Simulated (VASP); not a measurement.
# SrO (Fm-3m) in VASP: notebook, part 2 of 2

VASP 6.6.1.

### 4 Relaxation of cell and atoms, PBEsol, target pressure 4 GPa, at which the enthalpy is minimised

INCAR reads:

```
PREC = Accurate ; ENCUT = 600
EDIFF = 1E-7 ; ISMEAR = 0
SIGMA = 0.01 ; LREAL = False
LASPH = True ; NELM = 120
ALGO = Normal ; ISIF = 3
LWAVE = False ; LCHARG = False
GGA = PS ; IBRION = 2
NSW = 100 ; EDIFFG = -0.002
PSTRESS = 40.0 ; GGA_COMPAT = False
NELMIN = 4
```

KPOINTS reads:

```
Automatic mesh
0
Gamma
  8 8 8
```

POSCAR reads:

```
SrO
1.0
    2.5614438832      2.5614438832      0.0000000000
   -2.5614438832      2.5614438832      0.0000000000
    0.0000000000      2.5614438832      2.5614438832
Sr O
1 1
Direct
    0.5000000000      0.5000000000      0.0000000000
    0.0000000000      0.0000000000      0.0000000000
```

Potentials or basis: VASP PAW PBE potentials, release 64 (Sr_sv, O).

The run is started by

```bash
$ cat potpaw_PBE.64/Sr_sv/POTCAR potpaw_PBE.64/O/POTCAR > POTCAR
$ mpirun -np 1 vasp_std > vasp.out
```

OUTCAR:

```text
PREC = Accurate
   ENCUT = 600
   EDIFF = 1E-7
   ISMEAR = 0
   LREAL = False
   LASPH = True
   NELM = 120
   ISIF = 3
   GGA = PS
   IBRION = 2
   NSW = 100
   EDIFFG = -0.002
   PSTRESS = 40.0
   NELMIN = 4

 ion  position               nearest neighbor table
   1  0.500  0.500  0.000-   2 2.56   2 2.56   2 2.56   2 2.56   2 2.56   2 2.56
   2  0.000  0.000  0.000-   1 2.56   1 2.56   1 2.56   1 2.56   1 2.56   1 2.56

  LATTYP: Found a face centered cubic cell.
 ALAT       =     5.1228877664

  Lattice vectors:

 A1 = (   0.0000000000,   2.5614438832,   2.5614438832)
 A2 = (   2.5614438832,   0.0000000000,   2.5614438832)
 A3 = (   2.5614438832,   2.5614438832,   0.0000000000)

Analysis of symmetry for initial positions (statically):
=====================================================================
 Subroutine PRICEL returns:
 Original cell was already a primitive cell.

 Routine SETGRP: Setting up the symmetry group for a
 face centered cubic supercell.

 Subroutine GETGRP returns: Found 48 space group operations
 (whereof 48 operations were pure point group operations)
 out of a pool of 48 trial point group operations.

The static configuration has the point symmetry O_h .

Analysis of symmetry for dynamics (positions and initial velocities):
=====================================================================
 Subroutine PRICEL returns:
 Original cell was already a primitive cell.

 Routine SETGRP: Setting up the symmetry group for a
 face centered cubic supercell.

 Subroutine GETGRP returns: Found 48 space group operations
 (whereof 48 operations were pure point group operations)
 out of a pool of 48 trial point group operations.

The dynamic configuration has the point symmetry O_h .

 Subroutine INISYM returns: Found 48 space group operations
 (whereof 48 operations are pure point group operations),
 and found     1 'primitive' translations

----------------------------------------------------------------------------------------

                                     Primitive cell

  volume of cell :      33.6112

  direct lattice vectors                    reciprocal lattice vectors
     2.561443883  2.561443883  0.000000000     0.195202403  0.195202403 -0.195202403
    -2.561443883  2.561443883  0.000000000    -0.195202403  0.195202403 -0.195202403
     0.000000000  2.561443883  2.561443883     0.000000000  0.000000000  0.390404805

  length of vectors
     3.622428679  3.622428679  3.622428679     0.338100479  0.338100479  0.390404805

  position of ions in fractional coordinates (direct lattice)
     0.500000000  0.500000000  0.000000000
     0.000000000  0.000000000  0.000000000

  ion indices of the primitive-cell ions
   primitive index   ion index
                 1           1
                 2           2

----------------------------------------------------------------------------------------

 KPOINTS: Automatic mesh
[... 47 lines left out ...]
  0.375000  0.250000  0.125000     48.000000
  0.500000  0.250000  0.125000     24.000000
 [... further k-points ...]
   k-points           NKPTS =     29   k-points in BZ     NKDIM =     29   number of bands    NBANDS=     12
   number of dos      NEDOS =    301   number of ions     NIONS =      2
   total plane-waves  NPLWV =  27000
   dimension x,y,z NGX =    30 NGY =   30 NGZ =   30
   dimension x,y,z NGXF=    60 NGYF=   60 NGZF=   60
   ions per type =               1   1
   NGX,Y,Z   is equivalent  to a cutoff of  13.77, 13.77, 13.77 a.u.
   NGXF,Y,Z  is equivalent  to a cutoff of  27.54, 27.54, 27.54 a.u.
 SYSTEM =  unknown system
   PREC   = accura    normal or accurate (medium, high low for compatibility)
   ISTART =      0    job   : 0-new  1-cont  2-samecut
   ICHARG =      2    charge: 1-file 2-atom 10-const
   ISPIN  =      1    spin polarized calculation?
   LNONCOLLINEAR =      F non collinear calculations
   LSORBIT =      F    spin-orbit coupling
   LASPH  =      T    aspherical Exc in radial PAW
   ENCUT  =  600.0 eV  44.10 Ry    6.64 a.u.   7.23  7.23  7.23*2*pi/ulx,y,z
   NELM   =    120;   NELMIN=  4; NELMDL= -5     # of ELM steps
   EDIFF  = 0.1E-06   stopping-criterion for ELM
   LREAL  =      F    real-space projection
   EDIFFG = -.2E-02   stopping-criterion for IOM
   NSW    =    100    number of steps for IOM
   IBRION =      2    ionic relax: 0-MD 1-quasi-New 2-CG
   NFREE  =      1    steps in history (QN), initial steepest desc. (CG)
   ISIF   =      3    stress and relaxation
   ISYM   =      2    0-nonsym 1-usesym 2-fastsym
   POTIM  = 0.5000    time-step for ionic-motion
   TEBEG  =    0.0;   TEEND  =   0.0 temperature during run
   PSTRESS=   40.0 pullay stress
   NELECT =      16.0000    total number of electrons
   NUPDOWN=      -1.0000    fix difference up-down
   EMIN   =  10.00;   EMAX   =-10.00  energy-range for DOS
   EFERMI =   0.00;   METHOD = LEGACY
   ISMEAR =     0;   SIGMA  =   0.01  broadening in eV -4-tet -1-fermi 0-gaus
   EFERMI_NEDOS =   21; number of points for ismear=-14 and -15
   IALGO  =     38    algorithm
   IMIX   =      4    mixing-type and parameters
     AMIX     =   0.40;   BMIX     =  1.00
     AMIX_MAG =   1.60;   BMIX_MAG =  1.00
  volume/ion in A,a.u.               =      16.81       113.41
  Fermi-wavevector in a.u.,A,eV,Ry     =   1.278262  2.415565 22.231301  1.633955
  Thomas-Fermi vector in A             =   2.410815
   LORBIT       =      0    0 simple, 1 ext, 2 COOP (PROOUT), +10 PAW based schemes
   GGA     = PS    functional components
   LHFCALC =     F    Hartree Fock is set to
   AEXX    =    0.0000 exact exchange contribution
   IVDW    =     0    specifies the selected vdW correction
   LEPSILON=     F    determine dielectric tensor
   LRPA    =     F    only Hartree local field effects (RPA)
 conjugate gradient relaxation of ions
 non-spin polarized calculation
 Gauss-broadening in eV      SIGMA  =   0.01
  energy-cutoff  :      600.00
  volume of cell :       33.61
 maximum number of plane-waves:      1139
 NGX is ok and might be reduce to    30
   NGX = 15   NGY = 15   NGZ = 15

--------------------------------------- Ionic step        1  -------------------------------------------

 number of electron      15.9999997 magnetization

 Free energy of the ion-electron system (eV)
  ---------------------------------------------------
  ext. energy  EPLUGINS =         0.00000000
  ---------------------------------------------------
  free energy    TOTEN  =       -12.64061765 eV

  energy without entropy =      -12.64061765  energy(sigma->0) =      -12.64061765

------------------------ aborting loop because EDIFF is reached ----------------------------------------

  FORCE on cell =-STRESS in cart. coord.  units (eV):
  Direction    XX          YY          ZZ          XY          YZ          ZX
  --------------------------------------------------------------------------------------
  -------------------------------------------------------------------------------------
  Total        0.1117566      0.1117566      0.1117566     -0.0000000     -0.0000000      0.0000000
  in kB        5.3272021      5.3272021      5.3272021     -0.0000000     -0.0000000      0.0000000
  external PRESSURE =     -34.6727979 kB  Pullay stress =      40.0000000 kB
[... 63 lines left out ...]
--------------------------------------- Ionic step        3  -------------------------------------------

 number of electron      15.9999999 magnetization

 Free energy of the ion-electron system (eV)
  ---------------------------------------------------
  ext. energy  EPLUGINS =         0.00000000
  ---------------------------------------------------
  free energy    TOTEN  =       -12.62534962 eV

  energy without entropy =      -12.62534962  energy(sigma->0) =      -12.62534962

 E-fermi :   1.7498     XC(G=0): -10.4929

 val. band max:        1.7038041227   @ k =   0.0000   0.0000   0.0000
 cond. band min:       4.8230388916   @ k =   0.5000   0.5000   0.0000
 fundamental gap:      3.1192347689
 Fermi energy:         1.7498360586

 k-point     1 :       0.0000    0.0000    0.0000
  band No.  band energies     occupation
      1     -30.3847      2.00000
      2     -13.3503      2.00000
      3     -11.9858      2.00000
      4     -11.9858      2.00000
      5     -11.9858      2.00000
      6       1.7038      2.00000
      7       1.7038      2.00000
      8       1.7038      2.00000
      9       5.8499      0.00000
     10       7.9572      0.00000
     11       7.9572      0.00000
     12       7.9572      0.00000
[... 331 lines left out ...]
 k-point    24 :       0.5000    0.2500    0.1250
  band No.  band energies     occupation
      1     -30.1855      2.00000
      2     -14.6226      2.00000
      3     -12.4472      2.00000
      4     -12.2599      2.00000
      5     -11.1631      2.00000
      6       0.0375      2.00000
      7       0.7860      2.00000
      8       0.8866      2.00000
      9       8.1599      0.00000
     10       8.5237      0.00000
     11      11.3589      0.00000
     12      11.4836      0.00000

 [... further k-points ...]
[... 5 lines left out ...]
  --------------------------------------------------------------------------------------
  -------------------------------------------------------------------------------------
  Total        0.8112509      0.8112509      0.8112509      0.0000000      0.0000000     -0.0000000
  in kB       39.9865454     39.9865454     39.9865454      0.0000000      0.0000000     -0.0000000
  external PRESSURE =      -0.0134546 kB  Pullay stress =      40.0000000 kB
[... 21 lines left out ...]
  energy  without entropy=      -12.6253496201  energy(sigma->0) =      -12.62534962

  enthalpy is  TOTEN    =       -11.8138257269 eV   P V=        0.8115238931

 reached required accuracy - stopping structural energy minimisation
```

CONTCAR:

```text
SrO
   1.00000000000000
     2.5330317617854918    2.5330317617854918    0.0000000000000000
    -2.5330317617854918    2.5330317617854918    0.0000000000000000
     0.0000000000000000    2.5330317617854918    2.5330317617854918
  Sr              O
     1     1
Direct
     0.5000000000000000    0.5000000000000000    0.0000000000000000
     0.0000000000000000    0.0000000000000000    1.0000000000000000

  0.00000000E+00  0.00000000E+00  0.00000000E+00
  0.00000000E+00  0.00000000E+00  0.00000000E+00
```

It took 23 s on 1 thread of Intel Xeon 6975P-C (Granite Rapids), shared host; peak memory 0.18 GiB.

Results:

```yaml
Free_energy: -12.6253 eV
Relaxed_volume: 16.25 Å³/atom
Relaxed_cell: a = 3.582 Å, b = 3.582 Å, c = 3.582 Å, α = 60.00°, β = 60.00°, γ = 90.00°
Space_group_after_relaxing_to_0.1_Å: Fm-3m (No. 225)
Energy_change_on_relaxing_the_run_minimises_the_enthalpy: +7.6 meV/atom
Ionic_steps: 3
Pressure_after_relaxing: 4.0 GPa
Band_gap_on_the_k_mesh: 3.12 eV (least direct gap 3.17 eV)
```

The path:
```tsv
step	energy change (eV)	largest force (eV/Å)	pressure (GPa)	volume (Å³)
1	0.0000	0.0000	0.53	33.61
2	0.0355	0.0000	6.28	31.87
3	0.0153	0.0000	4.00	32.51
```

Final structure:
```
CELL_PARAMETERS angstrom
2.53303 2.53303 0.00000
-2.53303 2.53303 0.00000
0.00000 2.53303 2.53303
ATOMIC_POSITIONS crystal
Sr 0.50000 0.50000 0.00000
O 0.00000 0.00000 0.00000
```

Levels at points of the mesh, in eV from the valence-band top:
```tsv
k point	band 4	band 5	band 6	band 7	band 8	band 9	band 10	band 11	band 12
(0.00, 0.00, 0.00)	-13.69	-13.69	0.00	0.00	0.00	4.15	6.25	6.25	6.25
(0.50, 0.00, 0.00)	-13.78	-12.48	-2.31	-1.25	-1.25	6.68	8.65	9.10	9.10
(0.50, 0.50, 0.00)	-14.12	-14.12	-0.35	-0.05	-0.05	3.12	8.11	10.49	10.62
```

Caveat: the cell is relaxed towards a set pressure, so the run minimises the enthalpy, not the energy; the PAW data sets were made with another functional, which shifts forces and pressure a little. A k mesh can miss the band edges.

### 5 Relaxation of cell and atoms, PBEsol, target pressure 7 GPa, at which the enthalpy is minimised

INCAR reads:

```
SYSTEM = SrO
ALGO = Normal
EDIFF = 1E-7
EDIFFG = -0.002
ENCUT = 600
GGA = PS
GGA_COMPAT = .FALSE.
IBRION = 2
ISIF = 3
ISMEAR = 0
LASPH = .TRUE.
LCHARG = .FALSE.
LREAL = .FALSE.
LWAVE = .FALSE.
NELM = 120
NELMIN = 4
NSW = 100
PREC = Accurate
PSTRESS = 70.0
SIGMA = 0.01
```

KPOINTS reads:

```
k-points
0
G
  8 8 8
  0 0 0
```

POSCAR is that of step 4.

The run is started by

```bash
$ cat potpaw_PBE.64/Sr_sv/POTCAR potpaw_PBE.64/O/POTCAR > POTCAR
$ mpirun -np 1 vasp_std > vasp.out
```

It took 39 s on 1 thread of Intel Xeon 6975P-C (Granite Rapids), shared host; peak memory 0.18 GiB.

It converged, with:

* Free energy: -12.5975 eV
* Relaxed volume: 15.84 Å³/atom
* Relaxed cell: a = 3.552 Å, b = 3.552 Å, c = 3.552 Å, α = 60.00°, β = 60.00°, γ = 90.00°
* Space group after relaxing (to 0.1 Å): Fm-3m (No. 225)
* Energy change on relaxing (the run minimises the enthalpy): +21.6 meV/atom
* Ionic steps: 6
* Pressure after relaxing: 7.0 GPa
* Band gap on the k mesh: 3.09 eV (least direct gap 3.12 eV)

The path:
| step | energy change (eV) | largest force (eV/Å) | pressure (GPa) | volume (Å³) |
| --- | --- | --- | --- | --- |
| 1 | 0.0000 | 0.0000 | 0.53 | 33.61 |
| 2 | 0.1199 | 0.0000 | 12.57 | 30.42 |
| 3 | 0.0428 | 0.0000 | 6.97 | 31.69 |
| 4 | 0.0445 | 0.0000 | 7.12 | 31.66 |
| 5 | 0.0423 | 0.0000 | 6.92 | 31.71 |
| 6 | 0.0431 | 0.0000 | 7.00 | 31.69 |

Final structure:
```
Sr O
1.0
     2.51162    2.51162    0.00000
    -2.51162    2.51162    0.00000
     0.00000    2.51162    2.51162
Sr O
1 1
Direct
  0.50000 0.50000 0.00000
  0.00000 0.00000 0.00000
```

Levels at points of the mesh, in eV from the valence-band top:
| k point | band 4 | band 5 | band 6 | band 7 | band 8 | band 9 | band 10 | band 11 | band 12 |
| --- | --- | --- | --- | --- | --- | --- | --- | --- | --- |
| (0.00, 0.00, 0.00) | -13.58 | -13.58 | 0.00 | 0.00 | 0.00 | 4.34 | 6.30 | 6.30 | 6.30 |
| (0.50, 0.00, 0.00) | -13.67 | -12.34 | -2.37 | -1.30 | -1.30 | 6.79 | 8.86 | 9.25 | 9.25 |
| (0.50, 0.50, 0.00) | -14.05 | -14.05 | -0.29 | -0.03 | -0.03 | 3.09 | 8.31 | 10.66 | 10.86 |

Caveat: the cell is relaxed towards a set pressure, so the run minimises the enthalpy, not the energy; the PAW data sets were made with another functional, which shifts forces and pressure a little. A k mesh can miss the band edges.

### 6 The runs side by side

| cell | gap on the mesh (eV) | pressure (GPa) |
| --- | --- | --- |
| relaxed to -2 GPa | 3.17 | -2.0 |
| relaxed to 2 GPa | 3.14 | 2.0 |
| relaxed to 4 GPa | 3.12 | 4.0 |
| relaxed to 7 GPa | 3.09 | 7.0 |

Alike in all rows: task relaxation of cell and atoms; level PBEsol; potentials or basis VASP PAW PBE potentials, release 64 (Sr_sv, O); no spin polarisation; k mesh 8 × 8 × 8; cutoff (eV) 600; smearing gaussian 0.01 eV.

Caveats: the cell is relaxed towards a set pressure, so the run minimises the enthalpy, not the energy; the PAW data sets were made with another functional, which shifts forces and pressure a little.

Total energies depend on the potentials used, so only differences within one code and one set of settings carry meaning.
